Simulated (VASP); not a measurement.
A run of VASP 6.6.1 is set up as follows.

INCAR

```
PREC = Accurate ; ENCUT = 520
EDIFF = 1E-6 ; ISMEAR = 0
SIGMA = 0.2 ; LREAL = False
LASPH = True ; NELM = 60
ALGO = Normal ; ISIF = 2
LWAVE = False ; LCHARG = False
GGA = PE ; NBANDS = 32
```

File KPOINTS:

```
Automatic mesh
0
Gamma
  6 6 6
```

Contents of POSCAR:

```
H3WCl4
1.0
    4.8933913295      2.8252008013      2.4237672150
   -4.8933913295      2.8252008013      2.4237672150
    0.0000000000     -5.6504016027      2.4237672150
H W Cl
3 1 4
Direct
    0.0030645452      0.7500450696      0.6646598825
    0.7500450696      0.6646598825      0.0030645452
    0.6646598825      0.0030645452      0.7500450696
    0.7811537774      0.7811537774      0.7811537774
    0.0833139497      0.0833139497      0.0833139497
    0.7243443295      0.3583361376      0.6350823385
    0.3583361376      0.6350823385      0.7243443295
    0.6350823385      0.7243443295      0.3583361376
```

Potentials or basis: VASP PAW PBE potentials, release 64 (H, W_sv, Cl).

The run is started by

```bash
$ cat potpaw_PBE.64/H/POTCAR potpaw_PBE.64/W_sv/POTCAR potpaw_PBE.64/Cl/POTCAR > POTCAR
$ mpirun -np 1 vasp_std > vasp.out
```

(1) Estimate the band gap on the k mesh.

(2) Estimate the largest force.

(3) What does it give for the pressure?

Results:

(1) zero (an odd number of electrons rules out a gap without spin polarisation).

(2) 0.015 eV/Å.

(3) 0.0 GPa.

Caveat: spin-orbit coupling is left out, which moves the levels of the heavy elements; an odd number of electrons without spin polarisation forces a metal; a magnetic or distorted state may lie lower.
